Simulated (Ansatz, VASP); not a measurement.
# Sc: VASP beside Ansatz

File INCAR:

```
  ALGO = Fast
  EDIFF = 1E-6
  ENCUT = 520
  GGA = PS
  ISIF = 2
  ISMEAR = 0
  LASPH = True
  LCHARG = False
  LREAL = False
  LWAVE = False
  NBANDS = 30
  NELM = 80
  PREC = Accurate
  SIGMA = 0.1
```

Contents of KPOINTS:

```
k-points
0
Gamma
  10 10 10
```

POSCAR

```
Sc
1.0
   -3.1733649771      3.1733649771      2.6998567396
    3.1733649771     -3.1733649771      2.6998567396
    3.1733649771      3.1733649771     -2.6998567396
Sc
4
Direct
    0.1568609567      0.3431390433      0.5000000000
    0.6568609567      0.1568609567      0.8137219034
    0.3431390433      0.8431390433      0.1862780966
    0.8431390433      0.6568609567      0.5000000000
```

Input for Ansatz:

```yaml
crystal:
  lattice:
    - [-3.1733649771, 3.1733649771, 2.6998567396]
    - [3.1733649771, -3.1733649771, 2.6998567396]
    - [3.1733649771, 3.1733649771, -2.6998567396]
  atoms:
    - { symbol: Sc, position: [0.1568609567, 0.3431390433, 0.5] }
    - { symbol: Sc, position: [0.6568609567, 0.1568609567, 0.8137219034] }
    - { symbol: Sc, position: [0.3431390433, 0.8431390433, 0.1862780966] }
    - { symbol: Sc, position: [0.8431390433, 0.6568609567, 0.5] }
basis:
  ecutwfc: 420
kpoints:
  mp_grid: { grid: [10, 10, 10] }
hamiltonian:
  xc: pbesol
scf:
  occupations: { method: gaussian, width: 0.1 }
output:
  forces: true
  stress: true
  eigenvalues: true
```

Alike in both runs: task single point; functional PBEsol; k mesh 10 × 10 × 10; occupations gaussian, width 0.1 eV; no spin polarisation.

|  | VASP | Ansatz |
| --- | --- | --- |
| version | VASP 6.6.1 | Ansatz 0.2.0 |
| potentials or method | VASP PAW PBE potentials, release 64 (Sc_sv), cutoff 520 eV | scalar-relativistic, plane waves, PAW |
| valence electrons in the cell | 44 | 44 |

```tsv
	VASP	Ansatz	Ansatz less VASP
gap on the k mesh at the Fermi level (eV)	none	none	-
pressure (GPa)	-3.4	-3.4	-0.01
rms of the force components (eV/Å)	0.222	0.218	-0.0039
```

VASP's potentials were made for PBE, not for PBEsol. Atom by atom the forces differ by 0.004 eV/Å (rms over components). A gap of «none» marks a metal or a gap that the smearing closes.
